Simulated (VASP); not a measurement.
A run of VASP 6.6.1:

INCAR

```
ALGO     = Fast           # electronic algorithm
EDIFF    = 1E-7           # SCF threshold, eV
ENCUT    = 520            # plane-wave cutoff, eV
GGA      = PE             # functional
ISIF     = 2              # what is computed and relaxed
ISMEAR   = 0              # smearing method
LASPH    = True           # aspherical terms in the spheres
LCHARG   = False          # write CHGCAR
LREAL    = False          # projectors in reciprocal space
LWAVE    = False          # write WAVECAR
NBANDS   = 17             # bands
NELM     = 60             # most SCF steps
PREC     = Accurate       # precision mode
SIGMA    = 0.15           # smearing width, eV
```

File KPOINTS:

```
k-points
0
Gamma
  18 18 10
```

The input POSCAR:

```
Pt
1.0
    2.3447586725      0.0000000000      0.0000000000
   -1.1723793363      2.2695171145      0.0000000000
    0.0000000000      0.0000000000      4.7813829983
Pt
2
Direct
    0.6666666667      0.3333333333      0.7500000000
    0.3333333333      0.6666666667      0.2500000000
```

Potentials or basis: VASP PAW PBE potentials, release 64 (Pt).

Launch:

```bash
$ cat potpaw_PBE.64/Pt/POTCAR > POTCAR
$ mpirun -np 1 vasp_std > vasp.out
```

Hardware: 1 thread of Intel(R) Xeon(R) Platinum 8259CL CPU @ 2.50GHz (Skylake/Cascade Lake) (shared host).

**Question.** How long does it take, and how much memory?

**Answer.** Wall time 4.4 min on 1 thread of Intel(R) Xeon(R) Platinum 8259CL CPU @ 2.50GHz (Skylake/Cascade Lake) (shared host), peak memory 0.3 GiB. Counts: scf iterations 20, k points 546.
